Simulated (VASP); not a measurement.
# BP (r.b) (F-43m) in VASP: notebook, part 2 of 2

VASP 6.6.1.

### Step 4. Single point, r2SCAN+rVV10

This run uses another cell than the first one, of 11.62 Å³/atom, 1.007 times its volume.

POSCAR

```
BP
1.0
    0.0000000000      2.2653028578      2.2653028578
    2.2653028578      0.0000000000      2.2653028578
    2.2653028578      2.2653028578      0.0000000000
B P
1 1
Direct
    0.0000000000      0.0000000000      0.0000000000
    0.2500000000      0.2500000000      0.2500000000
```

INCAR.step1

```
PREC = Accurate
ENCUT = 550
ISMEAR = 0
SIGMA = 0.02
LREAL = F
LASPH = T
NELM = 120
NBANDS = 11
GGA = PE
ALGO = Normal
EDIFF = 1E-5
LWAVE = T
LCHARG = F
GGA_COMPAT = F
```

INCAR.step2

```
PREC = Accurate
ENCUT = 550
EDIFF = 1E-6
ISMEAR = 0
SIGMA = 0.02
LREAL = F
LASPH = T
NELM = 120
ALGO = Normal
ISIF = 2
LWAVE = F
LCHARG = F
METAGGA = R2SCAN
LMIXTAU = T
LUSE_VDW = T
IVDW_NL = 2
BPARAM = 11.95
CPARAM = 0.0093
NBANDS = 11
ISTART = 1
GGA_COMPAT = F
```

KPOINTS

```
regular mesh
0
Gamma
  10 10 10
```

Run with:

```sh
cat potpaw_PBE.64/B/POTCAR potpaw_PBE.64/P/POTCAR > POTCAR
cp INCAR.step1 INCAR
mpirun -np 1 vasp_std > vasp.out
cp INCAR.step2 INCAR
mpirun -np 1 vasp_std > vasp.out
```

Run time: 51 s. Hardware: 1 thread of Intel Xeon 6975P-C (Granite Rapids), shared host; peak memory 0.25 GiB.

Results (log left out):

* Free energy: -17.2272 eV
* Pressure: -0.4 GPa
* Band gap on the k mesh: 1.41 eV, indirect (least direct gap 3.64 eV)

Levels at points of the mesh, in eV from the valence-band top:
| k point | band 1 | band 2 | band 3 | band 4 | band 5 | band 6 | band 7 | band 8 | band 9 |
| --- | --- | --- | --- | --- | --- | --- | --- | --- | --- |
| (0.00, 0.00, 0.00) | -16.32 | 0.00 | 0.00 | 0.00 | 3.64 | 3.64 | 3.64 | 8.08 | 12.36 |
| (0.50, 0.00, 0.00) | -12.80 | -9.55 | -1.87 | -1.87 | 4.15 | 5.02 | 5.02 | 10.88 | 15.51 |
| (0.50, 0.50, 0.00) | -11.12 | -9.16 | -4.37 | -4.37 | 1.50 | 1.87 | 13.11 | 13.11 | 16.44 |

Caveat: the PAW data sets were made with another functional, which shifts forces and pressure a little.

### Step 5. Relaxation of cell and atoms, r2SCAN+rVV10

POSCAR

```
BP
1.0
    0.0000000000      2.2600000000      2.2600000000
    2.2600000000      0.0000000000      2.2600000000
    2.2600000000      2.2600000000      0.0000000000
B P
1 1
Direct
    0.0000000000      0.0000000000      0.0000000000
    0.2500000000      0.2500000000      0.2500000000
```

INCAR.step1

```
PREC     = Accurate       # precision mode
ENCUT    = 550            # plane-wave cutoff, eV
ISMEAR   = 0              # smearing method
SIGMA    = 0.02           # smearing width, eV
LREAL    = F              # projectors in reciprocal space
LASPH    = T              # aspherical terms in the spheres
NELM     = 120            # most SCF steps
GGA      = PE             # functional
ALGO     = Normal         # electronic algorithm
EDIFF    = 1E-5           # SCF threshold, eV
LWAVE    = T              # write WAVECAR
LCHARG   = F              # write CHGCAR
GGA_COMPAT= F            
IBRION   = 2              # ionic algorithm
ISIF     = 3              # what is computed and relaxed
EDIFFG   = -0.005         # ionic threshold
NELMIN   = 4            
NSW      = 100            # ionic steps
```

INCAR.step2

```
PREC     = Accurate       # precision mode
ENCUT    = 550            # plane-wave cutoff, eV
EDIFF    = 1E-7           # SCF threshold, eV
ISMEAR   = 0              # smearing method
SIGMA    = 0.02           # smearing width, eV
LREAL    = F              # projectors in reciprocal space
LASPH    = T              # aspherical terms in the spheres
NELM     = 120            # most SCF steps
ALGO     = Normal         # electronic algorithm
ISIF     = 3              # what is computed and relaxed
LWAVE    = F              # write WAVECAR
LCHARG   = F              # write CHGCAR
METAGGA  = R2SCAN         # meta-GGA
LMIXTAU  = T            
LUSE_VDW = T            
IVDW_NL  = 2            
BPARAM   = 11.95        
CPARAM   = 0.0093       
IBRION   = 2              # ionic algorithm
NSW      = 100            # ionic steps
EDIFFG   = -0.002         # ionic threshold
ISTART   = 1            
GGA_COMPAT= F            
NELMIN   = 4
```

KPOINTS is that of step 4.

Potentials or basis: VASP PAW PBE potentials, release 64 (B, P).

Run with:

```sh
cat potpaw_PBE.64/B/POTCAR potpaw_PBE.64/P/POTCAR > POTCAR
cp INCAR.step1 INCAR
mpirun -np 1 vasp_std > vasp.out
cp INCAR.step2 INCAR
mpirun -np 1 vasp_std > vasp.out
```

OUTCAR:

```text
PREC = Accurate
   ENCUT = 550
   EDIFF = 1E-7
   ISMEAR = 0
   LREAL = F
   LASPH = T
   NELM = 120
   ISIF = 3
   METAGGA = R2SCAN
   IVDW_NL = 2
   BPARAM = 11.95
   IBRION = 2
   NSW = 100
   EDIFFG = -0.002
   ISTART = 1
   NELMIN = 4

 ion  position               nearest neighbor table
   1  0.000  0.000  0.000-   2 1.96   2 1.96   2 1.96   2 1.96
   2  0.250  0.250  0.250-   1 1.96   1 1.96   1 1.96   1 1.96

  LATTYP: Found a face centered cubic cell.
 ALAT       =     4.5200000000

  Lattice vectors:

 A1 = (   0.0000000000,   2.2600000000,   2.2600000000)
 A2 = (   2.2600000000,   0.0000000000,   2.2600000000)
 A3 = (   2.2600000000,   2.2600000000,   0.0000000000)

Analysis of symmetry for initial positions (statically):
=====================================================================
 Subroutine PRICEL returns:
 Original cell was already a primitive cell.

 Routine SETGRP: Setting up the symmetry group for a
 face centered cubic supercell.

 Subroutine GETGRP returns: Found 24 space group operations
 (whereof 24 operations were pure point group operations)
 out of a pool of 48 trial point group operations.

The static configuration has the point symmetry T_d .

Analysis of symmetry for dynamics (positions and initial velocities):
=====================================================================
 Subroutine PRICEL returns:
 Original cell was already a primitive cell.

 Routine SETGRP: Setting up the symmetry group for a
 face centered cubic supercell.

 Subroutine GETGRP returns: Found 24 space group operations
 (whereof 24 operations were pure point group operations)
 out of a pool of 48 trial point group operations.

The dynamic configuration has the point symmetry T_d .

 Subroutine INISYM returns: Found 24 space group operations
 (whereof 24 operations are pure point group operations),
 and found     1 'primitive' translations

----------------------------------------------------------------------------------------

                                     Primitive cell

  volume of cell :      23.0864

  direct lattice vectors                    reciprocal lattice vectors
     0.000000000  2.260000000  2.260000000    -0.221238938  0.221238938  0.221238938
     2.260000000  0.000000000  2.260000000     0.221238938 -0.221238938  0.221238938
     2.260000000  2.260000000  0.000000000     0.221238938  0.221238938 -0.221238938

  length of vectors
     3.196122651  3.196122651  3.196122651     0.383197081  0.383197081  0.383197081

  position of ions in fractional coordinates (direct lattice)
     0.000000000  0.000000000  0.000000000
     0.250000000  0.250000000  0.250000000

  ion indices of the primitive-cell ions
   primitive index   ion index
                 1           1
                 2           2

----------------------------------------------------------------------------------------

 KPOINTS: regular mesh

Automatic generation of k-mesh.
 Grid dimensions read from file:
 generate k-points for:   10   10   10

 Generating k-lattice:

  Cartesian coordinates                     Fractional coordinates (reciprocal lattice)
[... 46 lines left out ...]
   dimension x,y,z NGXF=    48 NGYF=   48 NGZF=   48
   ions per type =               1   1
   NGX,Y,Z   is equivalent  to a cutoff of  12.48, 12.48, 12.48 a.u.
   NGXF,Y,Z  is equivalent  to a cutoff of  24.97, 24.97, 24.97 a.u.
 SYSTEM =  unknown system
   PREC   = accura    normal or accurate (medium, high low for compatibility)
   ISTART =      1    job   : 0-new  1-cont  2-samecut
   ICHARG =      0    charge: 1-file 2-atom 10-const
   ISPIN  =      1    spin polarized calculation?
   LNONCOLLINEAR =      F non collinear calculations
   LSORBIT =      F    spin-orbit coupling
   LASPH  =      T    aspherical Exc in radial PAW
   ENCUT  =  550.0 eV  40.42 Ry    6.36 a.u.   6.11  6.11  6.11*2*pi/ulx,y,z
   NELM   =    120;   NELMIN=  4; NELMDL=  0     # of ELM steps
   EDIFF  = 0.1E-06   stopping-criterion for ELM
   LREAL  =      F    real-space projection
   EDIFFG = -.2E-02   stopping-criterion for IOM
   NSW    =    100    number of steps for IOM
   IBRION =      2    ionic relax: 0-MD 1-quasi-New 2-CG
   NFREE  =      1    steps in history (QN), initial steepest desc. (CG)
   ISIF   =      3    stress and relaxation
   ISYM   =      2    0-nonsym 1-usesym 2-fastsym
   POTIM  = 0.5000    time-step for ionic-motion
   TEBEG  =    0.0;   TEEND  =   0.0 temperature during run
   PSTRESS=    0.0 pullay stress
   NELECT =       8.0000    total number of electrons
   NUPDOWN=      -1.0000    fix difference up-down
   EMIN   =  10.00;   EMAX   =-10.00  energy-range for DOS
   EFERMI =   0.00;   METHOD = LEGACY
   ISMEAR =     0;   SIGMA  =   0.02  broadening in eV -4-tet -1-fermi 0-gaus
   EFERMI_NEDOS =   21; number of points for ismear=-14 and -15
   IALGO  =     38    algorithm
   IMIX   =      4    mixing-type and parameters
     AMIX     =   0.40;   BMIX     =  1.00
     AMIX_MAG =   1.60;   BMIX_MAG =  1.00
  volume/ion in A,a.u.               =      11.54        77.90
  Fermi-wavevector in a.u.,A,eV,Ry     =   1.149881  2.172961 17.989994  1.322227
  Thomas-Fermi vector in A             =   2.286549
   LORBIT       =      0    0 simple, 1 ext, 2 COOP (PROOUT), +10 PAW based schemes
   METAGGA = R2SCAN    functional components
   LHFCALC =     F    Hartree Fock is set to
   AEXX    =    0.0000 exact exchange contribution
   IVDW_NL    =     2    kernel type
   BPARAM     =11.9500
   IVDW    =     0    specifies the selected vdW correction
   LEPSILON=     F    determine dielectric tensor
   LRPA    =     F    only Hartree local field effects (RPA)
 conjugate gradient relaxation of ions
 non-spin polarized calculation
 Gauss-broadening in eV      SIGMA  =   0.02
  energy-cutoff  :      550.00
  volume of cell :       23.09
 maximum number of plane-waves:       692
   NGX = 13   NGY = 13   NGZ = 13

--------------------------------------- Ionic step        1  -------------------------------------------

 number of electron       8.0000001 magnetization

 Free energy of the ion-electron system (eV)
  ---------------------------------------------------
  ext. energy  EPLUGINS =         0.00000000
  ---------------------------------------------------
  free energy    TOTEN  =       -17.22692000 eV

  energy without entropy =      -17.22692000  energy(sigma->0) =      -17.22692000

------------------------ aborting loop because EDIFF is reached ----------------------------------------

  FORCE on cell =-STRESS in cart. coord.  units (eV):
  Direction    XX          YY          ZZ          XY          YZ          ZX
  --------------------------------------------------------------------------------------
  -------------------------------------------------------------------------------------
  Total        0.1133994      0.1133994      0.1133994      0.0000000      0.0000000     -0.0000000
  in kB        7.8698450      7.8698450      7.8698450      0.0000000      0.0000000     -0.0000000
  external PRESSURE =       7.8698450 kB  Pullay stress =       0.0000000 kB
[... 59 lines left out ...]
--------------------------------------- Ionic step        3  -------------------------------------------

 number of electron       8.0000000 magnetization

 Free energy of the ion-electron system (eV)
  ---------------------------------------------------
  ext. energy  EPLUGINS =         0.00000000
  ---------------------------------------------------
  free energy    TOTEN  =       -17.22717306 eV

  energy without entropy =      -17.22717306  energy(sigma->0) =      -17.22717306

 E-fermi :   7.6107     XC(G=0): -11.5659

 val. band max:        7.4810116294   @ k =   0.0000   0.0000   0.0000
 cond. band min:       8.8879296999   @ k =   0.4000   0.4000   0.0000
 fundamental gap:      1.4069180705
 Fermi energy:         7.6107110108

 k-point     1 :       0.0000    0.0000    0.0000
  band No.  band energies     occupation
      1      -8.8592      2.00000
      2       7.4810      2.00000
      3       7.4810      2.00000
      4       7.4810      2.00000
      5      11.1264      0.00000
      6      11.1264      0.00000
      7      11.1264      0.00000
      8      15.6024      0.00000
[... 243 lines left out ...]
 k-point    24 :       0.4000    0.3000    0.0000
  band No.  band energies     occupation
      1      -5.7390      2.00000
      2       0.9391      2.00000
      3       3.1862      2.00000
      4       3.7389      2.00000
      5       9.4901      0.00000
      6      11.3943      0.00000
      7      17.6760      0.00000
      8      17.6912      0.00000

 [... further k-points ...]

------------------------ aborting loop because EDIFF is reached ----------------------------------------

  FORCE on cell =-STRESS in cart. coord.  units (eV):
  Direction    XX          YY          ZZ          XY          YZ          ZX
  --------------------------------------------------------------------------------------
  -------------------------------------------------------------------------------------
  Total        0.0011308      0.0011308      0.0011308     -0.0000000      0.0000000      0.0000000
  in kB        0.0781240      0.0781240      0.0781240     -0.0000000      0.0000000      0.0000000
  external PRESSURE =       0.0781240 kB  Pullay stress =       0.0000000 kB
[... 17 lines left out ...]
  FREE ENERGIE OF THE ION-ELECTRON SYSTEM (eV)
  ---------------------------------------------------
  free  energy   TOTEN  =       -17.2271730599 eV

  energy  without entropy=      -17.2271730599  energy(sigma->0) =      -17.22717306

 reached required accuracy - stopping structural energy minimisation
```

It took 66 s on 1 thread of Intel Xeon 6975P-C (Granite Rapids), shared host; peak memory 0.21 GiB.

Results:

* Free energy: -17.2272 eV
* Relaxed volume: 11.60 Å³/atom
* Relaxed cell: a = 3.201 Å, b = 3.201 Å, c = 3.201 Å, α = 60.00°, β = 60.00°, γ = 60.00°
* Space group after relaxing (to 0.05 Å): F-43m (No. 216)
* Energy gained by relaxing: 0.1 meV/atom
* Ionic steps: 3
* Pressure after relaxing: 0.0 GPa
* Band gap on the k mesh: 1.41 eV, indirect (least direct gap 3.65 eV)

The path:
| step | energy change (eV) | largest force (eV/Å) | pressure (GPa) | volume (Å³) |
| --- | --- | --- | --- | --- |
| 1 | 0.0000 | 0.0000 | 0.79 | 23.09 |
| 2 | -0.0001 | 0.0000 | -0.63 | 23.28 |
| 3 | -0.0003 | 0.0000 | 0.01 | 23.19 |

Final structure:
```
CELL_PARAMETERS angstrom
0.00000 2.26338 2.26338
2.26338 0.00000 2.26338
2.26338 2.26338 0.00000
ATOMIC_POSITIONS crystal
B 0.00000 0.00000 0.00000
P 0.25000 0.25000 0.25000
```

Levels at points of the mesh, in eV from the valence-band top:
| k point | band 1 | band 2 | band 3 | band 4 | band 5 | band 6 | band 7 | band 8 |
| --- | --- | --- | --- | --- | --- | --- | --- | --- |
| (0.00, 0.00, 0.00) | -16.34 | 0.00 | 0.00 | 0.00 | 3.65 | 3.65 | 3.65 | 8.12 |
| (0.50, 0.00, 0.00) | -12.81 | -9.57 | -1.88 | -1.88 | 4.17 | 5.02 | 5.02 | 10.89 |
| (0.50, 0.50, 0.00) | -11.13 | -9.18 | -4.38 | -4.38 | 1.49 | 1.87 | 13.13 | 13.13 |

Caveat: the PAW data sets were made with another functional, which shifts forces and pressure a little. A k mesh can miss the band edges.

### Step 6. Summary

```tsv
task	cell	k mesh	smearing	gap on the mesh (eV)	pressure (GPa)
single point	a = 3.196 Å, angles 60.0°, 2 atoms	8 × 8 × 8	gaussian 0.1 eV	1.43	0.8
single point	a = 3.204 Å, angles 60.0°, 2 atoms	10 × 10 × 10	gaussian 0.02 eV	1.41	-0.4
relaxation of cell and atoms	relaxed from a = 3.196 Å, angles 60.0°, 2 atoms	10 × 10 × 10	gaussian 0.02 eV	1.41	0.0
```

Alike in all rows: level r2SCAN+rVV10; potentials or basis VASP PAW PBE potentials, release 64 (B, P); no spin polarisation; cutoff (eV) 550.

Caveats: the PAW data sets were made with another functional, which shifts forces and pressure a little.

Total energies depend on the potentials used, so only differences within one code and one set of settings carry meaning.
